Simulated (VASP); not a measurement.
# CdS (P1) in VASP: single point with PBE

Aim: the single point of CdS with PBE.

Everything below comes from runs of VASP 6.6.1. Logs are shortened: lines on timing, memory, paths and dates and some standing lists are left out, and cuts for length are marked.

### 1 The cell of the first run

The typed cell holds 4 atoms: a = 4.136 Å, b = 4.081 Å, c = 6.751 Å, α = 89.36°, β = 88.27°, γ = 118.70°.

### 2 Single point, PBE (equal xy, yz and zx shear strains of +3 %)

INCAR reads:

```
PREC = Accurate
ENCUT = 520
EDIFF = 1E-6
ISMEAR = -1
SIGMA = 0.01
LREAL = F
LASPH = T
NELM = 80
ALGO = Normal
ISIF = 2
LWAVE = F
LCHARG = F
GGA = PE
NBANDS = 26
```

KPOINTS reads:

```
regular mesh
0
Gamma
  7 7 4
```

POSCAR reads:

```
CdS
1.0
    4.1347992034      0.0620219880      0.0620219880
   -2.0136869844      3.5498301557      0.0227016232
    0.1012350000      0.1012350000      6.7490000000
Cd S
2 2
Direct
    0.3333333333      0.6666666667      0.0000000000
    0.6666666667      0.3333333333      0.5000000000
    0.3333333333      0.6666666667      0.3850000000
    0.6666666667      0.3333333333      0.8850000000
```

Potentials or basis: VASP PAW PBE potentials, release 64 (Cd, S).

Command:

```sh
$ cat potpaw_PBE.64/Cd/POTCAR potpaw_PBE.64/S/POTCAR > POTCAR
$ mpirun -np 1 vasp_std > vasp.out
```

OUTCAR:

```text
PREC = Accurate
   ENCUT = 520
   EDIFF = 1E-6
   ISMEAR = -1
   LREAL = F
   LASPH = T
   NELM = 80
   ISIF = 2
   GGA = PE

 ion  position               nearest neighbor table
   1  0.333  0.667  0.000-   4 2.47   4 2.49   4 2.57   3 2.60
   2  0.667  0.333  0.500-   3 2.49   3 2.51   3 2.53   4 2.60
   3  0.333  0.667  0.385-   2 2.49   2 2.51   2 2.53   1 2.60
   4  0.667  0.333  0.885-   1 2.47   1 2.49   1 2.57   2 2.60

  LATTYP: Found a triclinic cell.
 ALAT       =     4.1894833863
 B/A-ratio  =     2.3137270136
 C/A-ratio  =     0.9871693112
 COS(alpha) =     0.0012865062
 COS(beta)  =     0.5194127995
 COS(gamma) =     0.6144230367

  Lattice vectors:

 A1 = (  -2.1211122190,  -3.6118521437,  -0.0847236112)
 A2 = (  -0.0061902346,  -7.0604472994,   6.6415747656)
 A3 = (  -4.1347992034,  -0.0620219880,  -0.0620219880)

Analysis of symmetry for initial positions (statically):
=====================================================================
 Subroutine PRICEL returns:
 Original cell was already a primitive cell.

 Routine SETGRP: Setting up the symmetry group for a
 triclinic supercell.

 Subroutine GETGRP returns: Found  1 space group operations
 (whereof  1 operations were pure point group operations)
 out of a pool of  2 trial point group operations.

The static configuration has the point symmetry C_1 .

Analysis of symmetry for dynamics (positions and initial velocities):
=====================================================================
 Subroutine PRICEL returns:
 Original cell was already a primitive cell.

 Routine SETGRP: Setting up the symmetry group for a
 triclinic supercell.

 Subroutine GETGRP returns: Found  1 space group operations
 (whereof  1 operations were pure point group operations)
 out of a pool of  2 trial point group operations.

The dynamic configuration has the point symmetry C_1 .

 Subroutine INISYM returns: Found  1 space group operations
 (whereof  1 operations are pure point group operations),
 and found     1 'primitive' translations

----------------------------------------------------------------------------------------

                                     Primitive cell

  volume of cell :      99.8593

  direct lattice vectors                    reciprocal lattice vectors
     4.134799203  0.062021988  0.062021988     0.239892542  0.136118211 -0.005640161
    -2.013686984  3.549830156  0.022701623    -0.004128885  0.279387860 -0.004128885
     0.101235000  0.101235000  6.749000000    -0.002190677 -0.002190677  0.148235820

  length of vectors
     4.135729429  4.081267544  6.750518354     0.275877528  0.279448872  0.148268191

  position of ions in fractional coordinates (direct lattice)
     0.333333333  0.666666667  0.000000000
     0.666666667  0.333333333  0.500000000
     0.333333333  0.666666667  0.385000000
     0.666666667  0.333333333  0.885000000

  ion indices of the primitive-cell ions
   primitive index   ion index
                 1           1
                 2           2
                 3           3
                 4           4

----------------------------------------------------------------------------------------

 KPOINTS: regular mesh

Automatic generation of k-mesh.
 Grid dimensions read from file:
 generate k-points for:    7    7    4

 Generating k-lattice:

  Cartesian coordinates                     Fractional coordinates (reciprocal lattice)
     0.034270363  0.019445459 -0.000805737     0.142857143 -0.000000000  0.000000000
    -0.000589841  0.039912551 -0.000589841     0.000000000  0.142857143  0.000000000
    -0.000547669 -0.000547669  0.037058955     0.000000000 -0.000000000  0.250000000

  Length of vectors
     0.039411075  0.039921267  0.037067048

  Shift w.r.t. Gamma in fractional coordinates (k-lattice)
     0.000000000  0.000000000  0.000000000

 Subroutine IBZKPT returns following result:
 ===========================================

 Found     99 irreducible k-points:

 Following reciprocal coordinates:
            Coordinates               Weight
  0.000000  0.000000  0.000000      1.000000
  0.142857 -0.000000  0.000000      2.000000
  0.285714 -0.000000  0.000000      2.000000
  0.428571 -0.000000  0.000000      2.000000
 -0.000000  0.142857 -0.000000      2.000000
  0.142857  0.142857  0.000000      2.000000
[... 16 lines left out ...]
 -0.428571  0.428571  0.000000      2.000000
 -0.285714  0.428571 -0.000000      2.000000
 [... further k-points ...]
   k-points           NKPTS =     99   k-points in BZ     NKDIM =     99   number of bands    NBANDS=     26
   number of dos      NEDOS =    301   number of ions     NIONS =      4
   total plane-waves  NPLWV =  48000
   dimension x,y,z NGX =    32 NGY =   30 NGZ =   50
   dimension x,y,z NGXF=    64 NGYF=   60 NGZF=  100
   ions per type =               2   2
   NGX,Y,Z   is equivalent  to a cutoff of  12.86, 12.22, 12.31 a.u.
   NGXF,Y,Z  is equivalent  to a cutoff of  25.73, 24.44, 24.63 a.u.
 SYSTEM =  unknown system
   PREC   = accura    normal or accurate (medium, high low for compatibility)
   ISTART =      0    job   : 0-new  1-cont  2-samecut
   ICHARG =      2    charge: 1-file 2-atom 10-const
   ISPIN  =      1    spin polarized calculation?
   LNONCOLLINEAR =      F non collinear calculations
   LSORBIT =      F    spin-orbit coupling
   LASPH  =      T    aspherical Exc in radial PAW
   ENCUT  =  520.0 eV  38.22 Ry    6.18 a.u.   7.69  7.59 12.55*2*pi/ulx,y,z
   NELM   =     80;   NELMIN=  2; NELMDL= -5     # of ELM steps
   EDIFF  = 0.1E-05   stopping-criterion for ELM
   LREAL  =      F    real-space projection
   EDIFFG = 0.1E-04   stopping-criterion for IOM
   NSW    =      0    number of steps for IOM
   IBRION =     -1    ionic relax: 0-MD 1-quasi-New 2-CG
   NFREE  =      0    steps in history (QN), initial steepest desc. (CG)
   ISIF   =      2    stress and relaxation
   ISYM   =      2    0-nonsym 1-usesym 2-fastsym
   POTIM  = 0.5000    time-step for ionic-motion
   TEBEG  =    0.0;   TEEND  =   0.0 temperature during run
   PSTRESS=    0.0 pullay stress
   NELECT =      36.0000    total number of electrons
   NUPDOWN=      -1.0000    fix difference up-down
   EMIN   =  10.00;   EMAX   =-10.00  energy-range for DOS
   EFERMI =   0.00;   METHOD = LEGACY
   ISMEAR =    -1;   SIGMA  =   0.01  broadening in eV -4-tet -1-fermi 0-gaus
   EFERMI_NEDOS =   21; number of points for ismear=-14 and -15
   IALGO  =     38    algorithm
   IMIX   =      4    mixing-type and parameters
     AMIX     =   0.40;   BMIX     =  1.00
     AMIX_MAG =   1.60;   BMIX_MAG =  1.00
  volume/ion in A,a.u.               =      24.96       168.47
  Fermi-wavevector in a.u.,A,eV,Ry     =   1.165144  2.201802 18.470721  1.357560
  Thomas-Fermi vector in A             =   2.301673
   LORBIT       =      0    0 simple, 1 ext, 2 COOP (PROOUT), +10 PAW based schemes
   GGA     = PE    functional components
   LHFCALC =     F    Hartree Fock is set to
   AEXX    =    0.0000 exact exchange contribution
   IVDW    =     0    specifies the selected vdW correction
   LEPSILON=     F    determine dielectric tensor
   LRPA    =     F    only Hartree local field effects (RPA)
 non-spin polarized calculation
  energy-cutoff  :      520.00
  volume of cell :       99.86
 maximum number of plane-waves:      2711
   NGX = 15   NGY = 15   NGZ = 25

 number of electron      35.9999995 magnetization

 Free energy of the ion-electron system (eV)
  ---------------------------------------------------
  ext. energy  EPLUGINS =         0.00000000
  ---------------------------------------------------
  free energy    TOTEN  =       -12.21515323 eV

  energy without entropy =      -12.21515323  energy(sigma->0) =      -12.21515323

 E-fermi :   1.5415     XC(G=0):  -9.1136

 val. band max:        1.2979895055   @ k =   0.0000   0.0000   0.0000
 cond. band min:       2.4751712046   @ k =   0.0000   0.0000   0.0000
 fundamental gap:      1.1771816991
 Fermi energy:         1.5415072700

 k-point     1 :       0.0000    0.0000    0.0000
  band No.  band energies     occupation
      1     -11.0828      2.00000
      2     -10.6703      2.00000
      3      -6.4650      2.00000
      4      -6.4481      2.00000
      5      -6.3977      2.00000
      6      -6.3794      2.00000
[... 18 lines left out ...]
     25       8.9555      0.00000
     26       9.0251      0.00000

 k-point     2 :       0.1429   -0.0000    0.0000
  band No.  band energies     occupation
      1     -11.0136      2.00000
      2     -10.6382      2.00000
      3      -6.4347      2.00000
      4      -6.4141      2.00000
      5      -6.3616      2.00000
      6      -6.3407      2.00000
[... 18 lines left out ...]
     25       8.7721      0.00000
     26       9.3671      0.00000

 k-point     3 :       0.2857   -0.0000    0.0000
  band No.  band energies     occupation
      1     -10.8492      2.00000
      2     -10.5732      2.00000
      3      -6.3737      2.00000
      4      -6.3605      2.00000
      5      -6.2529      2.00000
      6      -6.2114      2.00000
[... 18 lines left out ...]
     25       9.3471      0.00000
     26       9.7667      0.00000

 k-point     4 :       0.4286   -0.0000    0.0000
  band No.  band energies     occupation
      1     -10.7005      2.00000
      2     -10.5371      2.00000
      3      -6.3385      2.00000
      4      -6.3353      2.00000
      5      -6.1823      2.00000
      6      -6.1170      2.00000
[... 18 lines left out ...]
     25       9.7366      0.00000
     26      10.8269      0.00000

 k-point     5 :      -0.0000    0.1429   -0.0000
  band No.  band energies     occupation
      1     -11.0109      2.00000
      2     -10.6367      2.00000
      3      -6.4305      2.00000
      4      -6.4099      2.00000
      5      -6.3604      2.00000
      6      -6.3384      2.00000
[... 18 lines left out ...]
     25       8.7551      0.00000
     26       9.2815      0.00000

 k-point     6 :       0.1429    0.1429    0.0000
  band No.  band energies     occupation
      1     -10.8956      2.00000
      2     -10.5896      2.00000
      3      -6.3912      2.00000
      4      -6.3638      2.00000
      5      -6.2779      2.00000
      6      -6.2596      2.00000
[... 427 lines left out ...]
 k-point    21 :       0.2857    0.4286    0.0000
  band No.  band energies     occupation
      1     -10.6028      2.00000
      2     -10.5372      2.00000
      3      -6.3443      2.00000
      4      -6.2018      2.00000
      5      -6.1687      2.00000
      6      -6.1315      2.00000
[... 18 lines left out ...]
     25       9.4677      0.00000
     26      10.7801      0.00000

 k-point    22 :       0.4286    0.4286    0.0000
  band No.  band energies     occupation
      1     -10.6239      2.00000
      2     -10.5302      2.00000
      3      -6.3252      2.00000
      4      -6.2637      2.00000
      5      -6.1454      2.00000
      6      -6.1088      2.00000
[... 18 lines left out ...]
     25      10.1231      0.00000
     26      10.9303      0.00000

 k-point    23 :      -0.4286    0.4286    0.0000
  band No.  band energies     occupation
      1     -10.6733      2.00000
      2     -10.5281      2.00000
      3      -6.3093      2.00000
      4      -6.3020      2.00000
      5      -6.1532      2.00000
      6      -6.1277      2.00000
[... 18 lines left out ...]
     25       9.7696      0.00000
     26      11.0736      0.00000

 k-point    24 :      -0.2857    0.4286   -0.0000
  band No.  band energies     occupation
      1     -10.7136      2.00000
      2     -10.5339      2.00000
      3      -6.3296      2.00000
      4      -6.2794      2.00000
      5      -6.1940      2.00000
      6      -6.1633      2.00000
[... 18 lines left out ...]
     25       9.2492      0.00000
     26      10.3493      0.00000

 [... further k-points ...]

------------------------ aborting loop because EDIFF is reached ----------------------------------------

  FORCE on cell =-STRESS in cart. coord.  units (eV):
  Direction    XX          YY          ZZ          XY          YZ          ZX
  --------------------------------------------------------------------------------------
  -------------------------------------------------------------------------------------
  Total        2.3658052      2.3378605      0.8565179     -0.8063775     -0.4321577     -0.4342051
  in kB       37.9577948     37.5094409     13.7422691    -12.9377986     -6.9336870     -6.9665358
  external PRESSURE =      29.7365016 kB  Pullay stress =       0.0000000 kB

 VOLUME and BASIS-vectors are now :
 -----------------------------------------------------------------------------
  energy-cutoff  :      520.00
  volume of cell :       99.86
      direct lattice vectors                 reciprocal lattice vectors
     4.134799203  0.062021988  0.062021988     0.239892542  0.136118211 -0.005640161
    -2.013686984  3.549830156  0.022701623    -0.004128885  0.279387860 -0.004128885
     0.101235000  0.101235000  6.749000000    -0.002190677 -0.002190677  0.148235820

 POSITION                                       TOTAL-FORCE (eV/Angst)
 -----------------------------------------------------------------------------------
      0.03581      2.38723      0.03581        -0.309803     -0.108580      0.284728
      2.13592      1.27524      3.42342         0.073324     -0.124924      0.271099
      0.07478      2.42620      2.63417        -0.106882      0.125210     -0.266887
      2.17490      1.31422      6.02178         0.343361      0.108293     -0.288941
 -----------------------------------------------------------------------------------
    total drift:                                0.000079     -0.000061     -0.000400

  FREE ENERGIE OF THE ION-ELECTRON SYSTEM (eV)
  ---------------------------------------------------
  free  energy   TOTEN  =       -12.2151532270 eV

  energy  without entropy=      -12.2151532270  energy(sigma->0) =      -12.21515323
```

It took 3.1 min on 1 thread of Intel Xeon 8259CL, shared host; peak memory 0.35 GiB.

What came out:

- Free energy: -12.2152 eV
- Pressure: 3.0 GPa
- Largest force: 0.462 eV/Å
- Band gap on the k mesh: 1.18 eV

Forces on the atoms (eV/Å):
```
Cd  -0.310 -0.109  0.285
Cd   0.073 -0.125  0.271
S   -0.107  0.125 -0.267
S    0.343  0.108 -0.289
```

Caveat: the cell differs from its parent crystal (equal xy, yz and zx shear strains of +3 %).
